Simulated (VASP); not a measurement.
# Lu (P6_3/mmc) in VASP: single point with PBEsol

Aim: the single point of Lu with PBEsol.

Everything below comes from runs of VASP 6.6.1. Logs are shortened: lines on timing, memory, paths and dates and some standing lists are left out, and cuts for length are marked.

**1. The cell of the first run**

It takes space group P6_3/mmc (No. 194, hexagonal). Conventional cell: a = 3.443 Å, b = 3.443 Å, c = 5.351 Å, α = 90.00°, β = 90.00°, γ = 120.00°. Lu (site symmetry -6m2) has 12 Lu at 3.33 to 3.44 Å within 4.4 Å.

**2. Single point, PBEsol**

INCAR reads:

```
SYSTEM = Lu
ALGO     = Normal         ! electronic algorithm
EDIFF    = 1E-6           ! SCF threshold, eV
ENCUT    = 520            ! plane-wave cutoff, eV
GGA      = PS             ! functional
ISIF     = 2              ! what is computed and relaxed
ISMEAR   = 0              ! smearing method
LASPH    = .True.         ! aspherical terms in the spheres
LCHARG   = .True.         ! write CHGCAR
LELF     = .True.         ! ELF
LREAL    = .False.        ! projectors in reciprocal space
LVHAR    = .True.       
LWAVE    = .False.        ! write WAVECAR
NBANDS   = 32             ! bands
NELM     = 60             ! most SCF steps
PREC     = Accurate       ! precision mode
SIGMA    = 0.05           ! smearing width, eV
```

KPOINTS reads:

```
k-points
0
Gamma
  14 14 8
  0 0 0
```

POSCAR reads:

```
Lu
1.0
    3.4432128283      0.0000000000      0.0000000000
   -1.7216064141      2.9819097799      0.0000000000
    0.0000000000      0.0000000000      5.3507725556
Lu
2
Direct
    0.3333333333      0.6666666667      0.7500000000
    0.6666666667      0.3333333333      0.2500000000
```

Potentials or basis: VASP PAW PBE potentials, release 64 (Lu).

Run with:

```console
$ cat potpaw_PBE.64/Lu/POTCAR > POTCAR
$ mpirun -np 1 vasp_std > vasp.out
```

OUTCAR:

```text
SYSTEM = Lu
   EDIFF = 1E-6
   ENCUT = 520
   GGA = PS
   ISIF = 2
   ISMEAR = 0
   LASPH = .True.
   LREAL = .False.
   NELM = 60
   PREC = Accurate

 ion  position               nearest neighbor table
   1  0.333  0.667  0.750-   2 3.33   2 3.33   2 3.33   2 3.33   2 3.33   2 3.33
   2  0.667  0.333  0.250-   1 3.33   1 3.33   1 3.33   1 3.33   1 3.33   1 3.33

  LATTYP: Found a hexagonal cell.
 ALAT       =     3.4432128283
 C/A-ratio  =     1.5540057564

  Lattice vectors:

 A1 = (   3.4432128283,   0.0000000000,   0.0000000000)
 A2 = (  -1.7216064141,   2.9819097799,   0.0000000000)
 A3 = (   0.0000000000,   0.0000000000,   5.3507725556)

Analysis of symmetry for initial positions (statically):
=====================================================================
 Subroutine PRICEL returns:
 Original cell was already a primitive cell.

 Routine SETGRP: Setting up the symmetry group for a
 hexagonal supercell.

 Subroutine GETGRP returns: Found 24 space group operations
 (whereof 12 operations were pure point group operations)
 out of a pool of 24 trial point group operations.

The static configuration has the point symmetry D_3d.
 The point group associated with its full space group is D_6h.

Analysis of symmetry for dynamics (positions and initial velocities):
=====================================================================
 Subroutine PRICEL returns:
 Original cell was already a primitive cell.

 Routine SETGRP: Setting up the symmetry group for a
 hexagonal supercell.

 Subroutine GETGRP returns: Found 24 space group operations
 (whereof 12 operations were pure point group operations)
 out of a pool of 24 trial point group operations.

The dynamic configuration has the point symmetry D_3d.
 The point group associated with its full space group is D_6h.

 Subroutine INISYM returns: Found 24 space group operations
 (whereof 12 operations are pure point group operations),
 and found     1 'primitive' translations

----------------------------------------------------------------------------------------

                                     Primitive cell

  volume of cell :      54.9383

  direct lattice vectors                    reciprocal lattice vectors
     3.443212828  0.000000000  0.000000000     0.290426427  0.167677776  0.000000000
    -1.721606414  2.981909780  0.000000000     0.000000000  0.335355552  0.000000000
     0.000000000  0.000000000  5.350772556     0.000000000  0.000000000  0.186888901

  length of vectors
[... 80 lines left out ...]
   ENCUT  =  520.0 eV  38.22 Ry    6.18 a.u.   6.40  6.40  9.95*2*pi/ulx,y,z
   NELM   =     60;   NELMIN=  2; NELMDL= -5     # of ELM steps
   EDIFF  = 0.1E-05   stopping-criterion for ELM
   LREAL  =      F    real-space projection
   EDIFFG = 0.1E-04   stopping-criterion for IOM
   NSW    =      0    number of steps for IOM
   IBRION =     -1    ionic relax: 0-MD 1-quasi-New 2-CG
   NFREE  =      0    steps in history (QN), initial steepest desc. (CG)
   ISIF   =      2    stress and relaxation
   ISYM   =      2    0-nonsym 1-usesym 2-fastsym
   POTIM  = 0.5000    time-step for ionic-motion
   TEBEG  =    0.0;   TEEND  =   0.0 temperature during run
   PSTRESS=    0.0 pullay stress
   NELECT =      50.0000    total number of electrons
   NUPDOWN=      -1.0000    fix difference up-down
   EMIN   =  10.00;   EMAX   =-10.00  energy-range for DOS
   EFERMI =   0.00;   METHOD = LEGACY
   ISMEAR =     0;   SIGMA  =   0.05  broadening in eV -4-tet -1-fermi 0-gaus
   EFERMI_NEDOS =   21; number of points for ismear=-14 and -15
   IALGO  =     38    algorithm
   IMIX   =      4    mixing-type and parameters
     AMIX     =   0.40;   BMIX     =  1.00
     AMIX_MAG =   1.60;   BMIX_MAG =  1.00
  volume/ion in A,a.u.               =      27.47       185.37
  Fermi-wavevector in a.u.,A,eV,Ry     =   1.586499  2.998049 34.245592  2.516980
  Thomas-Fermi vector in A             =   2.685801
   LORBIT       =      0    0 simple, 1 ext, 2 COOP (PROOUT), +10 PAW based schemes
   GGA     = PS    functional components
   LHFCALC =     F    Hartree Fock is set to
   AEXX    =    0.0000 exact exchange contribution
   IVDW    =     0    specifies the selected vdW correction
   LEPSILON=     F    determine dielectric tensor
   LRPA    =     F    only Hartree local field effects (RPA)
 non-spin polarized calculation
 Gauss-broadening in eV      SIGMA  =   0.05
  energy-cutoff  :      520.00
  volume of cell :       54.94
 maximum number of plane-waves:      1496
 NGX is ok and might be reduce to    28
   NGX = 13   NGY = 13   NGZ = 19

 number of electron      50.0000018 magnetization

 Free energy of the ion-electron system (eV)
  ---------------------------------------------------
  ext. energy  EPLUGINS =         0.00000000
  ---------------------------------------------------
  free energy    TOTEN  =        -9.90605968 eV

  energy without entropy =       -9.90310003  energy(sigma->0) =       -9.90457985

 E-fermi :   2.3012     XC(G=0): -11.0609

 val. band max:        2.2947706623   @ k =   0.2857   0.2857   0.5000
 cond. band min:       2.3044233744   @ k =   0.2143   0.1429   0.3750
 fundamental gap:      0.0096527122
 Fermi energy:         2.3011852238

 k-point     1 :       0.0000    0.0000    0.0000
  band No.  band energies     occupation
      1     -53.7455      2.00000
      2     -53.6975      2.00000
      3     -24.7653      2.00000
      4     -24.2405      2.00000
      5     -24.2405      2.00000
      6     -24.1351      2.00000
[... 829 lines left out ...]
     31       7.9748      0.00000
     32       8.2293      0.00000

 [... further k-points ...]

------------------------ aborting loop because EDIFF is reached ----------------------------------------

  FORCE on cell =-STRESS in cart. coord.  units (eV):
  Direction    XX          YY          ZZ          XY          YZ          ZX
  --------------------------------------------------------------------------------------
  -------------------------------------------------------------------------------------
  Total        0.0348487      0.0348487      0.0333928      0.0000000      0.0000000      0.0000000
  in kB        1.0162996      1.0162996      0.9738419      0.0000000      0.0000000      0.0000000
  external PRESSURE =       1.0021470 kB  Pullay stress =       0.0000000 kB

 VOLUME and BASIS-vectors are now :
 -----------------------------------------------------------------------------
  energy-cutoff  :      520.00
  volume of cell :       54.94
      direct lattice vectors                 reciprocal lattice vectors
     3.443212828  0.000000000  0.000000000     0.290426427  0.167677776  0.000000000
    -1.721606414  2.981909780  0.000000000     0.000000000  0.335355552  0.000000000
     0.000000000  0.000000000  5.350772556     0.000000000  0.000000000  0.186888901

 POSITION                                       TOTAL-FORCE (eV/Angst)
 -----------------------------------------------------------------------------------
     -0.00000      1.98794      4.01308         0.000000     -0.000000      0.000000
      1.72161      0.99397      1.33769        -0.000000      0.000000      0.000000
 -----------------------------------------------------------------------------------
    total drift:                                0.000000     -0.000000      0.000000

  FREE ENERGIE OF THE ION-ELECTRON SYSTEM (eV)
  ---------------------------------------------------
  free  energy   TOTEN  =        -9.9060596768 eV

  energy  without entropy=       -9.9031000264  energy(sigma->0) =       -9.90457985
```

OSZICAR:

```text
N       E                     dE             d eps       ncg     rms          rms(c)
DAV:   1     0.231156615806E+03    0.23116E+03   -0.19276E+04 11152   0.509E+03
DAV:   2     0.188617246416E+02   -0.21229E+03   -0.20386E+03  8432   0.547E+02
DAV:   3    -0.758333856032E+01   -0.26445E+02   -0.25948E+02 11008   0.116E+02
DAV:   4    -0.100514617938E+02   -0.24681E+01   -0.24506E+01 11728   0.240E+01
DAV:   5    -0.101206257253E+02   -0.69164E-01   -0.69133E-01 11728   0.434E+00    0.489E+00
DAV:   6    -0.994166505573E+01    0.17896E+00   -0.59121E-01 11992   0.107E+01    0.214E+00
DAV:   7    -0.990932670766E+01    0.32338E-01   -0.98597E-02 10952   0.189E+00    0.501E-01
DAV:   8    -0.990579596438E+01    0.35307E-02   -0.16504E-02 12440   0.923E-01    0.156E-01
DAV:   9    -0.990608839702E+01   -0.29243E-03   -0.21805E-03 10224   0.340E-01    0.173E-01
DAV:  10    -0.990606127667E+01    0.27120E-04   -0.43409E-04 11624   0.198E-01    0.164E-02
DAV:  11    -0.990606014656E+01    0.11301E-05   -0.22937E-05 10976   0.343E-02    0.446E-03
DAV:  12    -0.990605967678E+01    0.46978E-06   -0.20516E-06  7472   0.130E-02
   1 F= -.99060597E+01 E0= -.99045799E+01  d E =-.295965E-02
```

It took 5 min on 1 thread of Intel Xeon 8259CL, shared host; peak memory 0.3 GiB.

Results:

| Item | Value |
| --- | --- |
| Free energy | -9.9061 eV |
| Pressure | 0.1 GPa |
| Band gap on the k mesh | zero (bands 25 and 26 overlap by 1.92 eV) |

Caveat: the PAW data sets were made with another functional, which shifts forces and pressure a little; spin-orbit coupling is left out, which moves the levels of the heavy elements.
